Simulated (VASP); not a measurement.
Set up this calculation in VASP 6.6.1, as the native input.

```yaml
Task: relaxation of cell and atoms
Functional: LDA
Potentials_or_basis: VASP PAW LDA potentials, release 64 (Pd)
Cutoff: 500 eV
k_mesh: 8 × 8 × 8
Occupations: methfessel-paxton, width 0.05 eV
Spin: no spin polarisation
Dipole_correction: no
Further_INCAR_settings: ALGO = Normal; EDIFF = 1e-07; IBRION = 2; EDIFFG = -0.03; NSW = 80; ISIF = 3
```

The structure of Pd lies in POSCAR:

```
Pd
1.0
    2.5300000000      0.0000000000      0.0000000000
    0.0000000000      2.5300000000      0.0000000000
    0.0000000000      0.0000000000      2.5300000000
Pd
1
Direct
    0.0000000000      0.0000000000      0.0000000000
```

These files were run (other wordings do the same):

INCAR

```
SYSTEM = Pd
PREC = Accurate
ENCUT = 500
EDIFF = 1E-7
ISMEAR = 1
SIGMA = 0.05
LREAL = .FALSE.
LASPH = .TRUE.
NELM = 120
ALGO = Normal
ISIF = 3
LWAVE = .FALSE.
LCHARG = .FALSE.
GGA = CA
IBRION = 2
NSW = 80
EDIFFG = -0.03
GGA_COMPAT = .FALSE.
NELMIN = 4
```

KPOINTS

```
Automatic mesh
0
G
  8 8 8
  0 0 0
```

Potentials or basis: VASP PAW LDA potentials, release 64 (Pd).

Launch:

```bash
$ cat potpaw_LDA.64/Pd/POTCAR > POTCAR
$ mpirun -np 1 vasp_std > vasp.out
```

It gave:

The relaxed volume is 16.39 Å³/atom. The relaxed cell is a = 2.540 Å, b = 2.540 Å, c = 2.540 Å, α = 90.00°, β = 90.00°, γ = 90.00°, the space group after relaxing (to 0.05 Å) is Pm-3m (No. 221) and the energy gained by relaxing is 1.2 meV/atom. The ionic steps are 3, the pressure after relaxing is 0.0 GPa and the band gap on the k mesh is zero (band 5 reaches 9.59 eV, above the bottom of band 6 at 7.48 eV).

Wall time 3.8 s on 1 thread of Intel(R) Xeon(R) 6975P-C (Granite Rapids), with other jobs on the host, peak memory 0.11 GiB.
